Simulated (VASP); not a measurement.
# Pb (Fm-3m) in VASP: settings compared

Pb is run at these levels: RPBE+D4, rpbe exchange, lyp correlation, LDA; tasks: single point, elastic constants.

Everything below comes from runs of VASP 6.6.1. Logs are shortened: lines on timing, memory, paths and dates and some standing lists are left out, and cuts for length are marked.

### 1 The cell of the first run

Symmetry: Fm-3m, No. 225, cubic system. Conventional cell: a = 4.950 Å, b = 4.950 Å, c = 4.950 Å, α = 90.00°, β = 90.00°, γ = 90.00°. Within 4.6 Å of Pb (site symmetry m-3m) lie 12 Pb at 3.50 Å.

### 2 Single point, RPBE+D4, collinear spin

Contents of POSCAR:

```
Pb
1.0
    0.0000000000      2.4750200000      2.4750200000
    2.4750200000      0.0000000000      2.4750200000
    2.4750200000      2.4750200000      0.0000000000
Pb
1
Direct
    0.0000000000      0.0000000000      0.0000000000
```

Contents of INCAR.step1:

```
PREC = Accurate ; ENCUT = 520
EDIFF = 1E-7 ; ISMEAR = -1
SIGMA = 0.025 ; LREAL = F
LASPH = T ; NELM = 150
ALGO = Fast ; ISIF = 2
LWAVE = F ; LCHARG = T
ISPIN = 2 ; MAGMOM = -0.58
GGA = RP ; IVDW = 13
NBANDS = 17
```

Contents of KPOINTS.step1:

```
regular mesh
0
Gamma
  9 9 9
```

Contents of INCAR.step2:

```
PREC = Accurate ; ENCUT = 520
EDIFF = 1E-7 ; ISMEAR = -5
SIGMA = 0.025 ; LREAL = F
LASPH = T ; NELM = 150
ALGO = Fast ; ISIF = 2
LWAVE = F ; LCHARG = F
ISPIN = 2 ; MAGMOM = -0.58
LORBIT = 11 ; GGA = RP
IVDW = 13 ; NBANDS = 17
NEDOS = 2001 ; ICHARG = 11
```

Contents of KPOINTS.step2:

```
regular mesh
0
Gamma
  14 14 14
```

Potentials or basis: VASP PAW PBE potentials, release 64 (Pb_d).

Run with:

```console
$ cat potpaw_PBE.64/Pb_d/POTCAR > POTCAR
$ cp INCAR.step1 INCAR
$ cp KPOINTS.step1 KPOINTS
$ mpirun -np 1 vasp_std > vasp.out
$ cp INCAR.step2 INCAR
$ cp KPOINTS.step2 KPOINTS
$ mpirun -np 1 vasp_std > vasp.out
```

OUTCAR:

```text
PREC = Accurate
   ENCUT = 520
   EDIFF = 1E-7
   ISMEAR = -5
   LREAL = F
   LASPH = T
   NELM = 150
   ISIF = 2
   ISPIN = 2
   LORBIT = 11
   GGA = RP
   IVDW = 13
   ICHARG = 11

 ion  position               nearest neighbor table
   1  0.000  0.000  0.000-

  LATTYP: Found a face centered cubic cell.
 ALAT       =     4.9500400000

  Lattice vectors:

 A1 = (   0.0000000000,   2.4750200000,   2.4750200000)
 A2 = (   2.4750200000,   0.0000000000,   2.4750200000)
 A3 = (   2.4750200000,   2.4750200000,   0.0000000000)

Analysis of symmetry for initial positions (statically):
=====================================================================
 Subroutine PRICEL returns:
 Original cell was already a primitive cell.

 Routine SETGRP: Setting up the symmetry group for a
 face centered cubic supercell.

 Subroutine GETGRP returns: Found 48 space group operations
 (whereof 48 operations were pure point group operations)
 out of a pool of 48 trial point group operations.

The static configuration has the point symmetry O_h .

Analysis of symmetry for dynamics (positions and initial velocities):
=====================================================================
 Subroutine PRICEL returns:
 Original cell was already a primitive cell.

 Routine SETGRP: Setting up the symmetry group for a
 face centered cubic supercell.

 Subroutine GETGRP returns: Found 48 space group operations
 (whereof 48 operations were pure point group operations)
 out of a pool of 48 trial point group operations.

The dynamic configuration has the point symmetry O_h .

Analysis of structural, dynamic, and magnetic symmetry:
=====================================================================
 Subroutine PRICEL returns:
 Original cell was already a primitive cell.

 Routine SETGRP: Setting up the symmetry group for a
 face centered cubic supercell.

 Subroutine GETGRP returns: Found 48 space group operations
 (whereof 48 operations were pure point group operations)
 out of a pool of 48 trial point group operations.

The overall configuration has the point symmetry O_h .

 Subroutine INISYM returns: Found 48 space group operations
 (whereof 48 operations are pure point group operations),
 and found     1 'primitive' translations

----------------------------------------------------------------------------------------

                                     Primitive cell

  volume of cell :      30.3226

  direct lattice vectors                    reciprocal lattice vectors
     0.000000000  2.475020000  2.475020000    -0.202018570  0.202018570  0.202018570
     2.475020000  0.000000000  2.475020000     0.202018570 -0.202018570  0.202018570
     2.475020000  2.475020000  0.000000000     0.202018570  0.202018570 -0.202018570

  length of vectors
     3.500206851  3.500206851  3.500206851     0.349906427  0.349906427  0.349906427

  position of ions in fractional coordinates (direct lattice)
     0.000000000  0.000000000  0.000000000

  ion indices of the primitive-cell ions
   primitive index   ion index
                 1           1

----------------------------------------------------------------------------------------

 KPOINTS: regular mesh

Automatic generation of k-mesh.
 Grid dimensions read from file:
 generate k-points for:   14   14   14

 Generating k-lattice:

  Cartesian coordinates                     Fractional coordinates (reciprocal lattice)
    -0.014429898  0.014429898  0.014429898     0.071428571  0.000000000  0.000000000
     0.014429898 -0.014429898  0.014429898     0.000000000  0.071428571  0.000000000
     0.014429898  0.014429898 -0.014429898     0.000000000  0.000000000  0.071428571

  Length of vectors
     0.024993316  0.024993316  0.024993316

  Shift w.r.t. Gamma in fractional coordinates (k-lattice)
     0.000000000  0.000000000  0.000000000

 TETIRR: Found    389 inequivalent tetrahedra from    16464

 Subroutine IBZKPT returns following result:
 ===========================================

 Found    104 irreducible k-points:

 Following reciprocal coordinates:
            Coordinates               Weight
  0.000000  0.000000  0.000000      1.000000
  0.071429  0.000000  0.000000      8.000000
  0.142857  0.000000  0.000000      8.000000
  0.214286  0.000000  0.000000      8.000000
  0.285714  0.000000  0.000000      8.000000
  0.357143  0.000000  0.000000      8.000000
[... 16 lines left out ...]
  0.214286  0.142857  0.000000     24.000000
  0.285714  0.142857  0.000000     24.000000
 [... further k-points ...]
   k-points           NKPTS =    104   k-points in BZ     NKDIM =    104   number of bands    NBANDS=     17
   number of dos      NEDOS =   2001   number of ions     NIONS =      1
   total plane-waves  NPLWV =  21952
   dimension x,y,z NGX =    28 NGY =   28 NGZ =   28
   dimension x,y,z NGXF=    56 NGYF=   56 NGZF=   56
   ions per type =               1
   NGX,Y,Z   is equivalent  to a cutoff of  13.30, 13.30, 13.30 a.u.
   NGXF,Y,Z  is equivalent  to a cutoff of  26.60, 26.60, 26.60 a.u.
 SYSTEM =  unknown system
   PREC   = accura    normal or accurate (medium, high low for compatibility)
   ISTART =      0    job   : 0-new  1-cont  2-samecut
   ICHARG =     11    charge: 1-file 2-atom 10-const
   ISPIN  =      2    spin polarized calculation?
   LNONCOLLINEAR =      F non collinear calculations
   LSORBIT =      F    spin-orbit coupling
   LASPH  =      T    aspherical Exc in radial PAW
   ENCUT  =  520.0 eV  38.22 Ry    6.18 a.u.   6.51  6.51  6.51*2*pi/ulx,y,z
   NELM   =    150;   NELMIN=  2; NELMDL=  0     # of ELM steps
   EDIFF  = 0.1E-06   stopping-criterion for ELM
   LREAL  =      F    real-space projection
   EDIFFG = 0.1E-05   stopping-criterion for IOM
   NSW    =      0    number of steps for IOM
   IBRION =     -1    ionic relax: 0-MD 1-quasi-New 2-CG
   NFREE  =      0    steps in history (QN), initial steepest desc. (CG)
   ISIF   =      2    stress and relaxation
   ISYM   =      2    0-nonsym 1-usesym 2-fastsym
   POTIM  = 0.5000    time-step for ionic-motion
   TEBEG  =    0.0;   TEEND  =   0.0 temperature during run
   PSTRESS=    0.0 pullay stress
   NELECT =      14.0000    total number of electrons
   NUPDOWN=      -1.0000    fix difference up-down
   EMIN   =  10.00;   EMAX   =-10.00  energy-range for DOS
   EFERMI =   0.00;   METHOD = LEGACY
   ISMEAR =    -5;   SIGMA  =   0.03  broadening in eV -4-tet -1-fermi 0-gaus
   EFERMI_NEDOS =   21; number of points for ismear=-14 and -15
   IALGO  =     68    algorithm
   IMIX   =      4    mixing-type and parameters
     AMIX     =   0.40;   BMIX     =  1.00
     AMIX_MAG =   1.60;   BMIX_MAG =  1.00
  volume/ion in A,a.u.               =      30.32       204.63
  Fermi-wavevector in a.u.,A,eV,Ry     =   1.265306  2.391081 21.782907  1.600999
  Thomas-Fermi vector in A             =   2.398566
   LORBIT       =     11    0 simple, 1 ext, 2 COOP (PROOUT), +10 PAW based schemes
   GGA     = RP    functional components
   LHFCALC =     F    Hartree Fock is set to
   AEXX    =    0.0000 exact exchange contribution
   IVDW    =    13    specifies the selected vdW correction
   LEPSILON=     F    determine dielectric tensor
   LRPA    =     F    only Hartree local field effects (RPA)
 spin polarized calculation
 RMM-DIIS sequential band-by-band and
 Fermi weights with tetrahedron method with Bloechl corrections
  energy-cutoff  :      520.00
  volume of cell :       30.32
 maximum number of plane-waves:       869
 NGX is ok and might be reduce to    28

 number of electron      13.9999999 magnetization       0.0000013

 Free energy of the ion-electron system (eV)
  ---------------------------------------------------
  ext. energy  EPLUGINS =         0.00000000
  ---------------------------------------------------
  free energy    TOTEN  =        -3.14773039 eV

  energy without entropy =       -3.14773039  energy(sigma->0) =       -3.14773039

 E-fermi :   7.4733     XC(G=0): -10.0879

 val. band max:        7.5363998733   @ k =   0.3571   0.2857   0.0000
 cond. band min:       7.4536872940   @ k =  -0.2857   0.2857   0.0714
 fundamental gap:     -0.0827125793
 Fermi energy:         7.4733268336

 spin component 1

 k-point     1 :       0.0000    0.0000    0.0000
  band No.  band energies     occupation
      1      -9.7347      1.00000
      2      -9.7347      1.00000
      3      -9.7347      1.00000
      4      -9.5959      1.00000
      5      -9.5959      1.00000
      6      -4.3380      1.00000
[... 9 lines left out ...]
     16      22.0900      0.00000
     17      22.0900      0.00000

 k-point     2 :       0.0714    0.0000    0.0000
  band No.  band energies     occupation
      1      -9.7347      1.00000
      2      -9.7273      1.00000
      3      -9.7273      1.00000
      4      -9.5964      1.00000
      5      -9.5964      1.00000
      6      -4.2397      1.00000
[... 9 lines left out ...]
     16      21.7124      0.00000
     17      21.7124      0.00000
[... 421 lines left out ...]
 k-point    24 :       0.2857    0.1429    0.0000
  band No.  band energies     occupation
      1      -9.7751      1.00000
      2      -9.6772      1.00000
      3      -9.6493      1.00000
      4      -9.6077      1.00000
      5      -9.5272      1.00000
      6      -2.9043      1.00000
[... 9 lines left out ...]
     16      24.3713      0.00000
     17      27.6990      0.00000

 [... further k-points ...]

 spin component 2

 k-point     1 :       0.0000    0.0000    0.0000
  band No.  band energies     occupation
      1      -9.7346      1.00000
      2      -9.7346      1.00000
      3      -9.7346      1.00000
      4      -9.5959      1.00000
      5      -9.5959      1.00000
      6      -4.3380      1.00000
[... 9 lines left out ...]
     16      22.0900      0.00000
     17      22.0900      0.00000

 k-point     2 :       0.0714    0.0000    0.0000
  band No.  band energies     occupation
      1      -9.7347      1.00000
      2      -9.7273      1.00000
      3      -9.7273      1.00000
      4      -9.5964      1.00000
      5      -9.5964      1.00000
      6      -4.2397      1.00000
[... 9 lines left out ...]
     16      21.7124      0.00000
     17      21.7124      0.00000
[... 421 lines left out ...]
 k-point    24 :       0.2857    0.1429    0.0000
  band No.  band energies     occupation
      1      -9.7751      1.00000
      2      -9.6772      1.00000
      3      -9.6493      1.00000
      4      -9.6077      1.00000
      5      -9.5272      1.00000
      6      -2.9043      1.00000
[... 9 lines left out ...]
     16      24.3713      0.00000
     17      27.6802      0.00000

 [... further k-points ...]

------------------------ aborting loop because EDIFF is reached ----------------------------------------

  DFT-D4 for vdW energy calculation

  Edisp (eV):   -0.72956

  FORCE on cell =-STRESS in cart. coord.  units (eV):
  Direction    XX          YY          ZZ          XY          YZ          ZX
  --------------------------------------------------------------------------------------
  -------------------------------------------------------------------------------------
  Total       0.17318     0.17318     0.17318     0.00000     0.00000    -0.00000
  in kB       9.15048     9.15048     9.15048     0.00000     0.00000    -0.00000
  external pressure =        9.15 kB  Pullay stress =        0.00 kB

 VOLUME and BASIS-vectors are now :
 -----------------------------------------------------------------------------
  energy-cutoff  :      520.00
  volume of cell :       30.32
      direct lattice vectors                 reciprocal lattice vectors
     0.000000000  2.475020000  2.475020000    -0.202018570  0.202018570  0.202018570
     2.475020000  0.000000000  2.475020000     0.202018570 -0.202018570  0.202018570
     2.475020000  2.475020000  0.000000000     0.202018570  0.202018570 -0.202018570

 POSITION                                       TOTAL-FORCE (eV/Angst)
 -----------------------------------------------------------------------------------
      0.00000      0.00000      0.00000         0.000000     -0.000000      0.000000
 -----------------------------------------------------------------------------------
    total drift:                               -0.000000     -0.000000     -0.000000

  FREE ENERGIE OF THE ION-ELECTRON SYSTEM (eV)
  ---------------------------------------------------
  free  energy   TOTEN  =        -3.8772941968 eV

  energy  without entropy=       -3.8772941968  energy(sigma->0) =       -3.87729420

 total charge

# of ion       s       p       d       tot
------------------------------------------
    1        1.409   0.746   9.812  11.966

 magnetization (x)

# of ion       s       p       d       tot
------------------------------------------
    1       -0.000  -0.000  -0.000  -0.000
```

Run time: 2.9 min. Hardware: 1 thread of AMD EPYC 7R43 (Zen 3), shared host; peak memory 0.19 GiB.

Results:

```yaml
Net_moment: 0.00 μB per cell
Valence_electrons_inside_the_program's_atomic_spheres: Pb 11.97
Dispersion_energy_per_atom: -0.730 eV
```

Caveat: the PAW data sets were made with another functional, which shifts forces and pressure a little; spin-orbit coupling is left out, which moves the levels of the heavy elements; tetrahedron occupations give inexact forces and stress in metals.

### 3 Elastic constants, rpbe exchange, lyp correlation, collinear spin

Contents of INCAR:

```
SYSTEM = Pb
PREC = Accurate
ENCUT = 500
EDIFF = 1E-8
ISMEAR = 1
SIGMA = 0.01
LREAL = .FALSE.
LASPH = .TRUE.
NELM = 200
ALGO = Normal
ISIF = 3
LWAVE = .FALSE.
LCHARG = .FALSE.
ISPIN = 2
MAGMOM = 0.5
LORBIT = 11
GGA = LIBXC
LIBXC1 = GGA_X_RPBE
LIBXC2 = GGA_C_LYP
IBRION = 6
NFREE = 2
POTIM = 0.015
NSW = 1
GGA_COMPAT = .FALSE.
```

Contents of KPOINTS:

```
Automatic mesh
0
G
  7 7 7
  0 0 0
```

POSCAR is that of step 2.

Potentials or basis: VASP PAW PBE potentials, release 64 (Pb_d).

Run with:

```console
$ cat potpaw_PBE.64/Pb_d/POTCAR > POTCAR
$ mpirun -np 1 vasp_std > vasp.out
```

Run time: 5.5 min. Hardware: 1 thread of Intel Xeon Platinum 8488C (Sapphire Rapids), shared host; peak memory 0.25 GiB.

Results (log left out):

```
Net moment                                            : 0.02 μB per cell
Valence electrons inside the program's atomic spheres : Pb 11.99
Elastic constants C11, C12, C44                       : 59, 54, 26 GPa
Voigt bulk modulus                                    : 56 GPa
```

Elastic tensor in Voigt notation (GPa, in the Cartesian axes of the cell as first typed):
```
59 54 54  0  0  0
54 59 54  0  0  0
54 54 59  0  0  0
 0  0  0 26  0  0
 0  0  0  0 26  0
 0  0  0  0  0 26
```

Clamped-ion elastic tensor (GPa):
```
59 54 54  0  0  0
54 59 54  0  0  0
54 54 59  0  0  0
 0  0  0 26  0  0
 0  0  0  0 26  0
 0  0  0  0  0 26
```

Caveat: the cell is under stress, which shifts elastic constants; the PAW data sets were made with another functional, which shifts forces and pressure a little; spin-orbit coupling is left out, which moves the levels of the heavy elements.

### 4 Elastic constants, LDA

Contents of INCAR:

```
SYSTEM = Pb
ALGO = Normal
EDIFF = 1E-8
ENCUT = 600
GGA = CA
IBRION = 6
ISIF = 3
ISMEAR = -1
LASPH = .TRUE.
LCHARG = .FALSE.
LREAL = .FALSE.
LWAVE = .FALSE.
NELM = 80
NFREE = 2
NSW = 1
POTIM = 0.015
PREC = Accurate
SIGMA = 0.05
```

Contents of KPOINTS:

```
k-points
0
G
  8 8 8
  0 0 0
```

POSCAR is that of step 3.

Potentials or basis: VASP PAW LDA potentials, release 64 (Pb_d).

Run with:

```console
$ cat potpaw_LDA.64/Pb_d/POTCAR > POTCAR
$ mpirun -np 1 vasp_std > vasp.out
```

It took 7.1 min on 1 thread of Intel Xeon Platinum 8259CL at 2.50GHz (Skylake/Cascade Lake), shared host; peak memory 0.23 GiB.

The run converged. Its results:

| Item | Value |
| --- | --- |
| Elastic constants C11, C12, C44 | 64, 38, 26 GPa |
| Voigt bulk modulus | 47 GPa |

Elastic tensor in Voigt notation (GPa, in the Cartesian axes of the cell as first typed):
```
64 38 38  0  0  0
38 64 38  0  0  0
38 38 64  0  0  0
 0  0  0 26  0  0
 0  0  0  0 26  0
 0  0  0  0  0 26
```

Clamped-ion elastic tensor (GPa):
```
64 38 38  0  0  0
38 64 38  0  0  0
38 38 64  0  0  0
 0  0  0 26  0  0
 0  0  0  0 26  0
 0  0  0  0  0 26
```

Caveat: the cell is under stress, which shifts elastic constants; spin-orbit coupling is left out, which moves the levels of the heavy elements.

### 5 Elastic constants, LDA

Contents of INCAR:

```
ALGO     = Fast           # electronic algorithm
EDIFF    = 1E-8           # SCF threshold, eV
ENCUT    = 600            # plane-wave cutoff, eV
GGA      = CA             # functional
IBRION   = 6              # ionic algorithm
ISIF     = 3              # what is computed and relaxed
ISMEAR   = -1             # smearing method
LASPH    = True           # aspherical terms in the spheres
LCHARG   = True           # write CHGCAR
LREAL    = False          # projectors in reciprocal space
LWAVE    = False          # write WAVECAR
NELM     = 80             # most SCF steps
NFREE    = 2            
NSW      = 1              # ionic steps
POTIM    = 0.015          # step
PREC     = Accurate       # precision mode
SIGMA    = 0.05           # smearing width, eV
```

Contents of KPOINTS:

```
k-points
0
Gamma
  7 7 7
```

POSCAR is that of step 4.

Run with:

```console
$ cat potpaw_LDA.64/Pb_d/POTCAR > POTCAR
$ mpirun -np 1 vasp_std > vasp.out
```

Run time: 6.6 min. Hardware: 1 thread of Intel Xeon Platinum 8259CL at 2.50GHz (Skylake/Cascade Lake), shared host; peak memory 0.19 GiB.

It converged, with:

```
Elastic constants C11, C12, C44 : 59, 40, 27 GPa
Voigt bulk modulus              : 46 GPa
```

Elastic tensor in Voigt notation (GPa, in the Cartesian axes of the cell as first typed):
```
59 40 40  0  0  0
40 59 40  0  0  0
40 40 59  0  0  0
 0  0  0 27  0  0
 0  0  0  0 27  0
 0  0  0  0  0 27
```

Clamped-ion elastic tensor (GPa):
```
59 40 40  0  0  0
40 59 40  0  0  0
40 40 59  0  0  0
 0  0  0 27  0  0
 0  0  0  0 27  0
 0  0  0  0  0 27
```

Caveat: the cell is under stress, which shifts elastic constants; spin-orbit coupling is left out, which moves the levels of the heavy elements.

### 6 Summary

```tsv
task	level	potentials or basis	spin	k mesh	cutoff (eV)	smearing	k mesh for the DOS	occupations for the DOS	ions in elastic constants	moment (μB)
single point	RPBE+D4	VASP PAW PBE potentials, release 64 (Pb_d)	collinear	9 × 9 × 9	520	fermi-dirac 0.025 eV	14 × 14 × 14	tetrahedron	-	0.00
elastic constants	rpbe exchange, lyp correlation	VASP PAW PBE potentials, release 64 (Pb_d)	collinear	7 × 7 × 7	500	methfessel-paxton 0.01 eV	-	-	relaxed	0.02
elastic constants	LDA	VASP PAW LDA potentials, release 64 (Pb_d)	off	8 × 8 × 8	600	fermi-dirac 0.05 eV	-	-	relaxed	-
elastic constants	LDA	VASP PAW LDA potentials, release 64 (Pb_d)	off	7 × 7 × 7	600	fermi-dirac 0.05 eV	-	-	relaxed	-
```

Alike in all rows: cell as given.

Caveats: spin-orbit coupling is left out, which moves the levels of the heavy elements; the cell is under stress, which shifts elastic constants (at least some runs); the PAW data sets were made with another functional, which shifts forces and pressure a little (at least some runs); tetrahedron occupations give inexact forces and stress in metals (at least some runs).

Total energies depend on the potentials used, so only differences within one code and one set of settings carry meaning.
